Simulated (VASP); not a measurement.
# Ag (P1) in VASP: single point with r2SCAN

Aim: the single point of Ag with r2SCAN.

Program: VASP 6.6.1. These are calculated values, not measurements. Logs are shortened: lines on timing, memory, paths and dates and some standing lists are left out, and cuts for length are marked.

### 1 The cell of the first run

The typed cell holds 4 atoms: a = 2.910 Å, b = 2.910 Å, c = 9.448 Å, α = 90.01°, β = 89.99°, γ = 119.97°.

This isn't the form of Ag at room conditions, which is fcc.

### 2 Single point, r2SCAN

POSCAR

```
Ag
1.0
    2.9098387899      0.0007015756      0.0002053634
   -1.4543118127      2.5205538101     -0.0001295739
    0.0006692028     -0.0001011885      9.4478939981
Ag
4
Direct
    0.3335678523      0.6662701190      0.2499943759
    0.6661802511      0.3340908701      0.7500348688
    0.0005737744     -0.0001482987     -0.0000640951
   -0.0003218778     -0.0002126904      0.5000348505
```

INCAR.step1

```
SYSTEM = Ag
ALGO = Normal ; EDIFF = 1E-4
ENCUT = 520 ; GGA = PE
ISMEAR = 0 ; LASPH = .True.
LCHARG = .False. ; LREAL = .False.
LWAVE = .True. ; NBANDS = 30
NELM = 80 ; PREC = Accurate
SIGMA = 0.15
```

INCAR.step2

```
SYSTEM = Ag
ALGO = Normal ; EDIFF = 1E-7
ENCUT = 520 ; ISIF = 2
ISMEAR = 0 ; ISTART = 1
LASPH = .True. ; LCHARG = .False.
LMIXTAU = .True. ; LREAL = .False.
LWAVE = .False. ; METAGGA = R2SCAN
NBANDS = 30 ; NELM = 80
PREC = Accurate ; SIGMA = 0.15
```

KPOINTS

```
k-points
0
Gamma
  12 12 4
  0 0 0
```

Potentials or basis: VASP PAW PBE potentials, release 64 (Ag).

Command:

```
$ cat potpaw_PBE.64/Ag/POTCAR > POTCAR
$ cp INCAR.step1 INCAR
$ mpirun -np 1 vasp_std > vasp.out
$ cp INCAR.step2 INCAR
$ mpirun -np 1 vasp_std > vasp.out
```

OUTCAR:

```text
SYSTEM = Ag
   EDIFF = 1E-7
   ENCUT = 520
   ISIF = 2
   ISMEAR = 0
   ISTART = 1
   LASPH = .True.
   LREAL = .False.
   METAGGA = R2SCAN
   NELM = 80
   PREC = Accurate

 ion  position               nearest neighbor table
   1  0.334  0.666  0.250-   4 2.90   3 2.90   3 2.90   4 2.90   3 2.90   4 2.90
   2  0.666  0.334  0.750-   3 2.90   3 2.90   4 2.90   4 2.90   4 2.90   3 2.90
   3  0.001  1.000  1.000-   2 2.90   2 2.90   1 2.90   1 2.90   1 2.90   2 2.90
   4  1.000  1.000  0.500-   2 2.90   1 2.90   2 2.90   1 2.90   1 2.90   2 2.90

  LATTYP: Found a base centered monoclinic cell.
 ALAT       =    24.2009520048
 B/A-ratio  =     0.1202942225
 C/A-ratio  =     0.4424804226
 COS(beta)  =    -0.9829787986

  Lattice vectors:

 A1 = (  -5.8191316181,   5.0405072331,  -9.4483585093)
 A2 = (  -7.2746585953,   2.5192518474,  -9.4484342988)
 A3 = (   4.3648198054,  -2.5199534230,   9.4482289354)

Analysis of symmetry for initial positions (statically):
=====================================================================
 Subroutine PRICEL returns:
 Original cell was already a primitive cell.

 Routine SETGRP: Setting up the symmetry group for a
 base centered monoclinic supercell.

 Subroutine GETGRP returns: Found  1 space group operations
 (whereof  1 operations were pure point group operations)
 out of a pool of  4 trial point group operations.

The static configuration has the point symmetry C_1 .

Analysis of symmetry for dynamics (positions and initial velocities):
=====================================================================
 Subroutine PRICEL returns:
 Original cell was already a primitive cell.

 Routine SETGRP: Setting up the symmetry group for a
 base centered monoclinic supercell.

 Subroutine GETGRP returns: Found  1 space group operations
 (whereof  1 operations were pure point group operations)
 out of a pool of  4 trial point group operations.

The dynamic configuration has the point symmetry C_1 .

 Subroutine INISYM returns: Found  1 space group operations
 (whereof  1 operations are pure point group operations),
 and found     1 'primitive' translations

----------------------------------------------------------------------------------------

                                     Primitive cell

  volume of cell :      69.3043

  direct lattice vectors                    reciprocal lattice vectors
     2.909838790  0.000701576  0.000205363     0.343613851  0.198258683 -0.000022215
    -1.454311813  2.520553810 -0.000129574    -0.000095642  0.396683024  0.000004255
     0.000669203 -0.000101189  9.447893998    -0.000007470  0.000001131  0.105843694

  length of vectors
     2.909838882  2.910019652  9.447894022     0.396707681  0.396683035  0.105843695

  position of ions in fractional coordinates (direct lattice)
     0.333567852  0.666270119  0.249994376
     0.666180251  0.334090870  0.750034869
     0.000573774  0.999851701  0.999935905
     0.999678122  0.999787310  0.500034851

  ion indices of the primitive-cell ions
   primitive index   ion index
                 1           1
                 2           2
                 3           3
                 4           4

----------------------------------------------------------------------------------------

 KPOINTS: k-points

Automatic generation of k-mesh.
 Grid dimensions read from file:
 generate k-points for:   12   12    4

 Generating k-lattice:

  Cartesian coordinates                     Fractional coordinates (reciprocal lattice)
     0.028634488  0.016521557 -0.000001851     0.083333333 -0.000000000  0.000000000
    -0.000007970  0.033056919  0.000000355     0.000000000  0.083333333 -0.000000000
    -0.000001868  0.000000283  0.026460924     0.000000000  0.000000000  0.250000000

  Length of vectors
     0.033058973  0.033056920  0.026460924

  Shift w.r.t. Gamma in fractional coordinates (k-lattice)
     0.000000000  0.000000000  0.000000000

 -----------------------------------------------------------------------------
|                                                                             |
|           W    W    AA    RRRRR   N    N  II  N    N   GGGG   !!!           |
|           W    W   A  A   R    R  NN   N  II  NN   N  G    G  !!!           |
|           W    W  A    A  R    R  N N  N  II  N N  N  G       !!!           |
|           W WW W  AAAAAA  RRRRR   N  N N  II  N  N N  G  GGG   !            |
|           WW  WW  A    A  R   R   N   NN  II  N   NN  G    G                |
|           W    W  A    A  R    R  N    N  II  N    N   GGGG   !!!           |
|                                                                             |
|     Your reciprocal lattice and k-lattice belong to different lattice       |
|     classes:                                                                |
|                                                                             |
|        The reciprocal lattice is triclinic,                                 |
|        whereas your k-lattice is base-centered monoclinic.                  |
|                                                                             |
|     Results are often still useful ...                                      |
|                                                                             |
 -----------------------------------------------------------------------------

 Subroutine IBZKPT returns following result:
 ===========================================

 Found    292 irreducible k-points:

 Following reciprocal coordinates:
            Coordinates               Weight
  0.000000  0.000000  0.000000      1.000000
  0.083333 -0.000000  0.000000      2.000000
  0.166667 -0.000000  0.000000      2.000000
  0.250000 -0.000000 -0.000000      2.000000
  0.333333 -0.000000  0.000000      2.000000
  0.416667 -0.000000 -0.000000      2.000000
[... 16 lines left out ...]
  0.250000  0.166667 -0.000000      2.000000
  0.333333  0.166667  0.000000      2.000000
 [... further k-points ...]
   k-points           NKPTS =    292   k-points in BZ     NKDIM =    292   number of bands    NBANDS=     30
   number of dos      NEDOS =    301   number of ions     NIONS =      4
   total plane-waves  NPLWV =  40320
   dimension x,y,z NGX =    24 NGY =   24 NGZ =   70
   dimension x,y,z NGXF=    48 NGYF=   48 NGZF=  140
   ions per type =               4
   NGX,Y,Z   is equivalent  to a cutoff of  13.71, 13.71, 12.32 a.u.
   NGXF,Y,Z  is equivalent  to a cutoff of  27.42, 27.42, 24.63 a.u.
 SYSTEM =  Ag
   PREC   = accura    normal or accurate (medium, high low for compatibility)
   ISTART =      1    job   : 0-new  1-cont  2-samecut
   ICHARG =      0    charge: 1-file 2-atom 10-const
   ISPIN  =      1    spin polarized calculation?
   LNONCOLLINEAR =      F non collinear calculations
   LSORBIT =      F    spin-orbit coupling
   LASPH  =      T    aspherical Exc in radial PAW
   ENCUT  =  520.0 eV  38.22 Ry    6.18 a.u.   5.41  5.41 17.57*2*pi/ulx,y,z
   NELM   =     80;   NELMIN=  2; NELMDL=  0     # of ELM steps
   EDIFF  = 0.1E-06   stopping-criterion for ELM
   LREAL  =      F    real-space projection
   EDIFFG = 0.1E-05   stopping-criterion for IOM
   NSW    =      0    number of steps for IOM
   IBRION =     -1    ionic relax: 0-MD 1-quasi-New 2-CG
   NFREE  =      0    steps in history (QN), initial steepest desc. (CG)
   ISIF   =      2    stress and relaxation
   ISYM   =      2    0-nonsym 1-usesym 2-fastsym
   POTIM  = 0.5000    time-step for ionic-motion
   TEBEG  =    0.0;   TEEND  =   0.0 temperature during run
   PSTRESS=    0.0 pullay stress
   NELECT =      44.0000    total number of electrons
   NUPDOWN=      -1.0000    fix difference up-down
   EMIN   =  10.00;   EMAX   =-10.00  energy-range for DOS
   EFERMI =   0.00;   METHOD = LEGACY
   ISMEAR =     0;   SIGMA  =   0.15  broadening in eV -4-tet -1-fermi 0-gaus
   EFERMI_NEDOS =   21; number of points for ismear=-14 and -15
   IALGO  =     38    algorithm
   IMIX   =      4    mixing-type and parameters
     AMIX     =   0.40;   BMIX     =  1.00
     AMIX_MAG =   1.60;   BMIX_MAG =  1.00
  volume/ion in A,a.u.               =      17.33       116.92
  Fermi-wavevector in a.u.,A,eV,Ry     =   1.407037  2.658915 26.936189  1.979754
  Thomas-Fermi vector in A             =   2.529337
   LORBIT       =      0    0 simple, 1 ext, 2 COOP (PROOUT), +10 PAW based schemes
   METAGGA = R2SCAN    functional components
   LHFCALC =     F    Hartree Fock is set to
   AEXX    =    0.0000 exact exchange contribution
   IVDW    =     0    specifies the selected vdW correction
   LEPSILON=     F    determine dielectric tensor
   LRPA    =     F    only Hartree local field effects (RPA)
 non-spin polarized calculation
 Gauss-broadening in eV      SIGMA  =   0.15
  energy-cutoff  :      520.00
  volume of cell :       69.30
 maximum number of plane-waves:      1907
 NGX is ok and might be reduce to    24
   NGX = 11   NGY = 11   NGZ = 35

 number of electron      43.9999999 magnetization

 Free energy of the ion-electron system (eV)
  ---------------------------------------------------
  ext. energy  EPLUGINS =         0.00000000
  ---------------------------------------------------
  free energy    TOTEN  =       -85.42638559 eV

  energy without entropy =      -85.41673657  energy(sigma->0) =      -85.42156108

 E-fermi :   8.1583     XC(G=0): -12.8543

 val. band max:        8.1576467702   @ k =   0.4167  -0.0000  -0.0000
 cond. band min:       8.1606694727   @ k =   0.0833   0.4167   0.5000
 fundamental gap:      0.0030227025
 Fermi energy:         8.1583344880

 k-point     1 :       0.0000    0.0000    0.0000
  band No.  band energies     occupation
      1       0.3763      2.00000
      2       1.5901      2.00000
      3       1.7137      2.00000
      4       1.7164      2.00000
      5       3.1095      2.00000
      6       3.1133      2.00000
[... 22 lines left out ...]
     29      24.4735      0.00000
     30      25.3567      0.00000
[... 728 lines left out ...]
  band No.  band energies     occupation
      1       1.8625      2.00000
      2       1.9104      2.00000
      3       2.0456      2.00000
      4       2.4404      2.00000
      5       2.5083      2.00000
      6       2.5742      2.00000
[... 22 lines left out ...]
     29      16.2124      0.00000
     30      18.4801      0.00000

 [... further k-points ...]

------------------------ aborting loop because EDIFF is reached ----------------------------------------

  FORCE on cell =-STRESS in cart. coord.  units (eV):
  Direction    XX          YY          ZZ          XY          YZ          ZX
  --------------------------------------------------------------------------------------
  -------------------------------------------------------------------------------------
  Total        0.0516344      0.0479997      0.0414742     -0.0025444      0.0002830     -0.0019951
  in kB        1.1936851      1.1096579      0.9588011     -0.0588226      0.0065428     -0.0461237
  external PRESSURE =       1.0873814 kB  Pullay stress =       0.0000000 kB

 VOLUME and BASIS-vectors are now :
 -----------------------------------------------------------------------------
  energy-cutoff  :      520.00
  volume of cell :       69.30
      direct lattice vectors                 reciprocal lattice vectors
     2.909838790  0.000701576  0.000205363     0.343613851  0.198258683 -0.000022215
    -1.454311813  2.520553810 -0.000129574    -0.000095642  0.396683024  0.000004255
     0.000669203 -0.000101189  9.447893998    -0.000007470  0.000001131  0.105843694

 POSITION                                       TOTAL-FORCE (eV/Angst)
 -----------------------------------------------------------------------------------
      0.00183      1.67958      2.36190         0.000124     -0.000015     -0.000465
      1.45311      0.84249      7.08634         0.002412     -0.001822     -0.002659
     -1.45176      2.52008      9.44716        -0.002629      0.000825      0.004342
      1.45523      2.52067      4.72435         0.000092      0.001012     -0.001217
 -----------------------------------------------------------------------------------
    total drift:                                0.000005     -0.000005      0.000000

  FREE ENERGIE OF THE ION-ELECTRON SYSTEM (eV)
  ---------------------------------------------------
  free  energy   TOTEN  =       -85.4263855866 eV

  energy  without entropy=      -85.4167365663  energy(sigma->0) =      -85.42156108
```

Run time: 51 min. Hardware: 1 thread of Oxide Virtual Turin-like, shared host; peak memory 0.5 GiB.

What came out:

- Free energy: -85.4264 eV
- Pressure: 0.1 GPa
- Largest force: 0.005 eV/Å
- Band gap on the k mesh: zero (bands 22 and 23 overlap by 6.89 eV)

Forces in eV/Å, atoms in the order of the input:
```
Ag   0.000  0.000  0.000
Ag   0.002 -0.002 -0.003
Ag  -0.003  0.001  0.004
Ag   0.000  0.001 -0.001
```

Levels at points of the mesh, in eV from the Fermi level:
| k point | band 18 | band 19 | band 20 | band 21 | band 22 | band 23 | band 24 | band 25 | band 26 | band 27 |
| --- | --- | --- | --- | --- | --- | --- | --- | --- | --- | --- |
| (0.00, 0.00, 0.00) | -3.89 | -3.89 | -3.66 | -3.66 | -3.26 | -3.26 | -0.19 | 3.75 | 11.61 | 11.63 |
| (0.50, 0.00, 0.00) | -3.09 | -3.07 | -3.04 | -0.07 | 0.90 | 1.07 | 1.64 | 4.41 | 4.49 | 7.74 |
| (0.00, 0.50, 0.00) | -3.09 | -3.07 | -3.04 | -0.07 | 0.90 | 1.07 | 1.64 | 4.41 | 4.49 | 7.74 |
| (0.50, 0.50, 0.00) | -3.09 | -3.07 | -3.04 | -0.07 | 0.91 | 1.08 | 1.66 | 4.41 | 4.49 | 7.74 |
| (0.00, 0.00, 0.50) | -4.05 | -3.43 | -3.43 | -3.43 | -3.43 | -2.39 | -2.39 | 6.78 | 6.78 | 16.00 |
| (0.50, 0.00, 0.50) | -3.21 | -3.09 | -3.09 | 0.33 | 0.33 | 1.49 | 1.49 | 4.91 | 4.91 | 6.62 |
| (0.00, 0.50, 0.50) | -3.21 | -3.09 | -3.09 | 0.33 | 0.33 | 1.49 | 1.49 | 4.91 | 4.91 | 6.62 |
| (0.50, 0.50, 0.50) | -3.21 | -3.09 | -3.09 | 0.33 | 0.34 | 1.50 | 1.50 | 4.91 | 4.91 | 6.62 |

Caveat: the PAW data sets were made with another functional, which shifts forces and pressure a little.
